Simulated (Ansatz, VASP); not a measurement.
One calculation of InAs, two programs

```
In As
1.0
     0.00000    3.02900    2.96842
     3.02900    0.00000    2.96842
     3.02900    3.02900    0.00000
In As
1 1
Direct
  0.00000 0.00000 0.00000
  0.25000 0.25000 0.25000
```

Change from the starting cell: z stretched by -2 %, ions relaxed.

Alike in both runs: functional PBE; k mesh 13 × 13 × 13; occupations fermi-dirac, width 0.05 eV; no spin polarisation.

Ansatz relaxed the structure, and its values are those at the end. VASP's run is a single point on that final structure, the one shown.

|  | VASP | Ansatz |
| --- | --- | --- |
| version | VASP 6.6.1 | Ansatz 0.2.0 |
| potentials or method | VASP PAW PBE potentials, release 64 (In_d, As) | plane-wave PAW, scalar-relativistic |
| plane-wave cutoff (eV) | 520 | 420 |
| valence electrons in the cell | 18 | 28 |

Ansatz gave:

```
pressure (GPa) : 4.9
```

Question: What did VASP give for the same quantities?

Answer: Pressure (GPa): 5.0.

VASP's potentials hold 18 valence electrons a cell and Ansatz's 28, so a difference there can come from the potentials and not from the codes. Ansatz's warnings: stress scf threshold loose.
